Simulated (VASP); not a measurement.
# HfB2 (P3m1) in VASP: single point with PBE

Aim: the single point of HfB2 with PBE.

Everything below comes from runs of VASP 6.6.1. Logs are shortened: lines on timing, memory, paths and dates and some standing lists are left out, and cuts for length are marked.

**1. The cell of the first run**

The structure is trigonal, space group P3m1 (No. 156). The conventional cell has a = 3.140 Å, b = 3.140 Å, c = 3.480 Å, α = 90.00°, β = 90.00°, γ = 120.00°. Hf (site symmetry 3m) has 12 B at 2.27 to 2.79 Å within 3.0 Å. B (site symmetry 3m) has 3 B at 1.85 Å within 2.5 Å. B (site symmetry 3m) has 3 B at 1.85 Å and 3 Hf at 2.27 Å within 2.5 Å.

**2. Single point, PBE (one atom moved)**

File INCAR:

```
  PREC = Accurate
  ENCUT = 520
  EDIFF = 1E-6
  ISMEAR = 0
  SIGMA = 0.1
  LREAL = F
  LASPH = T
  NELM = 60
  ALGO = Normal
  ISIF = 2
  LWAVE = F
  LCHARG = T
  GGA = PE
  LELF = T
  LVHAR = T
  NBANDS = 15
```

File KPOINTS:

```
Automatic mesh
0
Gamma
  15 15 10
```

File POSCAR:

```
HfB2
1.0
    3.1400001005      0.0000000000      0.0000000000
   -1.5700000503      2.7193198549      0.0000000000
    0.0000000000      0.0000000000      3.4800000000
Hf B
1 2
Direct
    0.0000000000      0.0000000000      0.0000000000
    0.3333333333      0.6666666667      0.5000000000
    0.6666666667      0.3333333333      0.6077586207
```

Potentials or basis: VASP PAW PBE potentials, release 64 (Hf_pv, B).

Started as:

```bash
$ cat potpaw_PBE.64/Hf_pv/POTCAR potpaw_PBE.64/B/POTCAR > POTCAR
$ mpirun -np 1 vasp_std > vasp.out
```

OUTCAR:

```text
PREC = Accurate
   ENCUT = 520
   EDIFF = 1E-6
   ISMEAR = 0
   LREAL = F
   LASPH = T
   NELM = 60
   ISIF = 2
   GGA = PE

 ion  position               nearest neighbor table
   1  0.000  0.000  0.000-   3 2.27   3 2.27   3 2.27   2 2.51   2 2.51   2 2.51   2 2.51   2 2.51
                             2 2.51   3 2.79   3 2.79   3 2.79
   2  0.333  0.667  0.500-   3 1.85   3 1.85   3 1.85   1 2.51   1 2.51   1 2.51   1 2.51   1 2.51
                             1 2.51
   3  0.667  0.333  0.608-   2 1.85   2 1.85   2 1.85   1 2.27   1 2.27   1 2.27   1 2.79   1 2.79
                             1 2.79

  LATTYP: Found a hexagonal cell.
 ALAT       =     3.1400001005
 C/A-ratio  =     1.1082802193

  Lattice vectors:

 A1 = (   3.1400001005,   0.0000000000,   0.0000000000)
 A2 = (  -1.5700000503,   2.7193198549,   0.0000000000)
 A3 = (   0.0000000000,   0.0000000000,   3.4800000000)

Analysis of symmetry for initial positions (statically):
=====================================================================
 Subroutine PRICEL returns:
 Original cell was already a primitive cell.

 Routine SETGRP: Setting up the symmetry group for a
 hexagonal supercell.

 Subroutine GETGRP returns: Found  6 space group operations
 (whereof  6 operations were pure point group operations)
 out of a pool of 24 trial point group operations.

The static configuration has the point symmetry C_3v.

Analysis of symmetry for dynamics (positions and initial velocities):
=====================================================================
 Subroutine PRICEL returns:
 Original cell was already a primitive cell.

 Routine SETGRP: Setting up the symmetry group for a
 hexagonal supercell.

 Subroutine GETGRP returns: Found  6 space group operations
 (whereof  6 operations were pure point group operations)
 out of a pool of 24 trial point group operations.

The dynamic configuration has the point symmetry C_3v.

 Subroutine INISYM returns: Found  6 space group operations
 (whereof  6 operations are pure point group operations),
 and found     1 'primitive' translations

----------------------------------------------------------------------------------------

                                     Primitive cell

  volume of cell :      29.7146

  direct lattice vectors                    reciprocal lattice vectors
     3.140000101  0.000000000  0.000000000     0.318471327  0.183869507  0.000000000
    -1.570000050  2.719319855  0.000000000     0.000000000  0.367739013  0.000000000
     0.000000000  0.000000000  3.480000000     0.000000000  0.000000000  0.287356322

  length of vectors
     3.140000101  3.140000101  3.480000000     0.367739013  0.367739013  0.287356322

  position of ions in fractional coordinates (direct lattice)
     0.000000000  0.000000000  0.000000000
     0.333333333  0.666666667  0.500000000
     0.666666667  0.333333333  0.607758621

  ion indices of the primitive-cell ions
   primitive index   ion index
                 1           1
                 2           2
                 3           3

----------------------------------------------------------------------------------------

 KPOINTS: Automatic mesh

Automatic generation of k-mesh.
 Grid dimensions read from file:
 generate k-points for:   15   15   10

 Generating k-lattice:

  Cartesian coordinates                     Fractional coordinates (reciprocal lattice)
     0.021231422  0.012257967  0.000000000     0.066666667  0.000000000  0.000000000
     0.000000000  0.024515934  0.000000000     0.000000000  0.066666667  0.000000000
     0.000000000  0.000000000  0.028735632     0.000000000  0.000000000  0.100000000

  Length of vectors
     0.024515934  0.024515934  0.028735632

  Shift w.r.t. Gamma in fractional coordinates (k-lattice)
     0.000000000  0.000000000  0.000000000

 Subroutine IBZKPT returns following result:
 ===========================================

 Found    238 irreducible k-points:

 Following reciprocal coordinates:
            Coordinates               Weight
  0.000000  0.000000  0.000000      1.000000
  0.066667  0.000000  0.000000      6.000000
  0.133333 -0.000000  0.000000      6.000000
  0.200000  0.000000  0.000000      6.000000
  0.266667 -0.000000  0.000000      6.000000
  0.333333  0.000000  0.000000      6.000000
[... 16 lines left out ...]
  0.333333  0.200000  0.000000     12.000000
  0.400000  0.200000  0.000000      6.000000
 [... further k-points ...]
   k-points           NKPTS =    238   k-points in BZ     NKDIM =    238   number of bands    NBANDS=     15
   number of dos      NEDOS =    301   number of ions     NIONS =      3
   total plane-waves  NPLWV =  16128
   dimension x,y,z NGX =    24 NGY =   24 NGZ =   28
   dimension x,y,z NGXF=    48 NGYF=   48 NGZF=   56
   ions per type =               1   2
   NGX,Y,Z   is equivalent  to a cutoff of  12.71, 12.71, 13.38 a.u.
   NGXF,Y,Z  is equivalent  to a cutoff of  25.41, 25.41, 26.75 a.u.
 SYSTEM =  unknown system
   PREC   = accura    normal or accurate (medium, high low for compatibility)
   ISTART =      0    job   : 0-new  1-cont  2-samecut
   ICHARG =      2    charge: 1-file 2-atom 10-const
   ISPIN  =      1    spin polarized calculation?
   LNONCOLLINEAR =      F non collinear calculations
   LSORBIT =      F    spin-orbit coupling
   LASPH  =      T    aspherical Exc in radial PAW
   ENCUT  =  520.0 eV  38.22 Ry    6.18 a.u.   5.84  5.84  6.47*2*pi/ulx,y,z
   NELM   =     60;   NELMIN=  2; NELMDL= -5     # of ELM steps
   EDIFF  = 0.1E-05   stopping-criterion for ELM
   LREAL  =      F    real-space projection
   EDIFFG = 0.1E-04   stopping-criterion for IOM
   NSW    =      0    number of steps for IOM
   IBRION =     -1    ionic relax: 0-MD 1-quasi-New 2-CG
   NFREE  =      0    steps in history (QN), initial steepest desc. (CG)
   ISIF   =      2    stress and relaxation
   ISYM   =      2    0-nonsym 1-usesym 2-fastsym
   POTIM  = 0.5000    time-step for ionic-motion
   TEBEG  =    0.0;   TEEND  =   0.0 temperature during run
   PSTRESS=    0.0 pullay stress
   NELECT =      16.0000    total number of electrons
   NUPDOWN=      -1.0000    fix difference up-down
   EMIN   =  10.00;   EMAX   =-10.00  energy-range for DOS
   EFERMI =   0.00;   METHOD = LEGACY
   ISMEAR =     0;   SIGMA  =   0.10  broadening in eV -4-tet -1-fermi 0-gaus
   EFERMI_NEDOS =   21; number of points for ismear=-14 and -15
   IALGO  =     38    algorithm
   IMIX   =      4    mixing-type and parameters
     AMIX     =   0.40;   BMIX     =  1.00
     AMIX_MAG =   1.60;   BMIX_MAG =  1.00
  volume/ion in A,a.u.               =       9.90        66.84
  Fermi-wavevector in a.u.,A,eV,Ry     =   1.331860  2.516850 24.134692  1.773850
  Thomas-Fermi vector in A             =   2.460838
   LORBIT       =      0    0 simple, 1 ext, 2 COOP (PROOUT), +10 PAW based schemes
   GGA     = PE    functional components
   LHFCALC =     F    Hartree Fock is set to
   AEXX    =    0.0000 exact exchange contribution
   IVDW    =     0    specifies the selected vdW correction
   LEPSILON=     F    determine dielectric tensor
   LRPA    =     F    only Hartree local field effects (RPA)
 non-spin polarized calculation
 Gauss-broadening in eV      SIGMA  =   0.10
  energy-cutoff  :      520.00
  volume of cell :       29.71
 maximum number of plane-waves:       820
   NGX = 11   NGY = 11   NGZ = 13

 number of electron      15.9999998 magnetization

 Free energy of the ion-electron system (eV)
  ---------------------------------------------------
  ext. energy  EPLUGINS =         0.00000000
  ---------------------------------------------------
  free energy    TOTEN  =       -25.71041674 eV

  energy without entropy =      -25.70906849  energy(sigma->0) =      -25.70974261

 E-fermi :   7.5777     XC(G=0): -12.5757

 val. band max:        7.5329138523   @ k =   0.0000   0.0667   0.4000
 cond. band min:       7.5799130361   @ k =   0.3333   0.2000   0.0000
 fundamental gap:      0.0469991837
 Fermi energy:         7.5776798139

 k-point     1 :       0.0000    0.0000    0.0000
  band No.  band energies     occupation
      1     -22.9600      2.00000
      2     -22.4491      2.00000
      3     -22.4491      2.00000
      4      -5.9836      2.00000
      5       3.6284      2.00000
      6       4.6341      2.00000
      7       4.6341      2.00000
      8       5.9174      2.00000
      9      11.0013      0.00000
     10      11.0013      0.00000
     11      12.5587      0.00000
     12      12.5890      0.00000
     13      12.5890      0.00000
     14      13.5381      0.00000
     15      13.5381      0.00000

 k-point     2 :       0.0667    0.0000    0.0000
  band No.  band energies     occupation
      1     -22.9544      2.00000
      2     -22.4855      2.00000
      3     -22.4572      2.00000
      4      -5.8853      2.00000
      5       3.6800      2.00000
      6       4.3801      2.00000
      7       4.6448      2.00000
      8       5.8502      2.00000
      9      10.8489      0.00000
     10      10.8820      0.00000
     11      12.1545      0.00000
     12      12.3628      0.00000
     13      12.9955      0.00000
     14      13.5139      0.00000
     15      14.0689      0.00000

 k-point     3 :       0.1333   -0.0000    0.0000
  band No.  band energies     occupation
      1     -22.9385      2.00000
      2     -22.5869      2.00000
      3     -22.4799      2.00000
      4      -5.5980      2.00000
      5       3.5569      2.00000
      6       3.9746      2.00000
      7       4.6619      2.00000
      8       5.6983      2.00000
      9      10.2412      0.00000
     10      10.6668      0.00000
     11      11.9820      0.00000
     12      12.0905      0.00000
     13      13.1776      0.00000
     14      14.1067      0.00000
     15      15.1383      0.00000
[... 343 lines left out ...]
 k-point    23 :       0.3333    0.2000    0.0000
  band No.  band energies     occupation
      1     -23.1292      2.00000
      2     -22.8198      2.00000
      3     -22.7897      2.00000
      4      -2.0617      2.00000
      5      -0.2588      2.00000
      6       1.8292      2.00000
      7       4.0516      2.00000
      8       6.4799      2.00000
      9       7.5799      0.97480
     10       9.8779      0.00000
     11      12.7779      0.00000
     12      14.2301      0.00000
     13      15.4484      0.00000
     14      17.4010      0.00000
     15      18.5770      0.00000

 k-point    24 :       0.4000    0.2000    0.0000
  band No.  band energies     occupation
      1     -23.1437      2.00000
      2     -22.8167      2.00000
      3     -22.8065      2.00000
      4      -1.2889      2.00000
      5      -1.0335      2.00000
      6       1.7228      2.00000
      7       4.0513      2.00000
      8       6.4201      2.00000
      9       7.4433      1.94262
     10      10.5098      0.00000
     11      12.1049      0.00000
     12      14.3399      0.00000
     13      15.9005      0.00000
     14      17.3552      0.00000
     15      19.3662      0.00000

 [... further k-points ...]
[... 5 lines left out ...]
  --------------------------------------------------------------------------------------
  -------------------------------------------------------------------------------------
  Total        1.9595606      1.9595606      1.4428144     -0.0000000      0.0000000     -0.0000000
  in kB      105.6574412    105.6574412     77.7950323     -0.0000000      0.0000000     -0.0000000
  external PRESSURE =      96.3699716 kB  Pullay stress =       0.0000000 kB

 VOLUME and BASIS-vectors are now :
 -----------------------------------------------------------------------------
  energy-cutoff  :      520.00
  volume of cell :       29.71
      direct lattice vectors                 reciprocal lattice vectors
     3.140000101  0.000000000  0.000000000     0.318471327  0.183869507  0.000000000
    -1.570000050  2.719319855  0.000000000     0.000000000  0.367739013  0.000000000
     0.000000000  0.000000000  3.480000000     0.000000000  0.000000000  0.287356322

 POSITION                                       TOTAL-FORCE (eV/Angst)
 -----------------------------------------------------------------------------------
      0.00000      0.00000      0.00000        -0.000000     -0.000000      2.903011
     -0.00000      1.81288      1.74000        -0.000000      0.000000      0.823750
      1.57000      0.90644      2.11500         0.000000     -0.000000     -3.726761
 -----------------------------------------------------------------------------------
    total drift:                               -0.000000     -0.000000     -0.000099

  FREE ENERGIE OF THE ION-ELECTRON SYSTEM (eV)
  ---------------------------------------------------
  free  energy   TOTEN  =       -25.7104167364 eV

  energy  without entropy=      -25.7090684852  energy(sigma->0) =      -25.70974261
```

Run time: 37 s. Hardware: 1 thread of Intel Xeon 6975P-C (Granite Rapids), shared host; peak memory 0.23 GiB.

What came out:

```
Free energy            : -25.7104 eV
Pressure               : 9.6 GPa
Largest force          : 3.727 eV/Å
Band gap on the k mesh : zero (band 8 reaches 8.52 eV, above the bottom of band 9 at 7.41 eV)
```

Forces on the atoms (eV/Å):
```
Hf   0.000  0.000  2.903
B    0.000  0.000  0.824
B    0.000  0.000 -3.727
```

Levels at points of the mesh, in eV from the Fermi level:
```
           k point  band 5  band 6  band 7  band 8  band 9  band 10  band 11  band 12
(0.00, 0.00, 0.00)   -3.95   -2.94   -2.94   -1.66    3.42     3.42     4.98     5.01
(0.00, 0.00, 0.50)   -8.33   -1.40   -1.40    0.17    0.17     1.63     1.63     2.48
```

Caveat: the cell differs from its parent crystal (one atom moved); spin-orbit coupling is left out, which moves the levels of the heavy elements; forces of over 1 eV/Å act on the atoms, so gaps and moduli don't describe the material at rest.
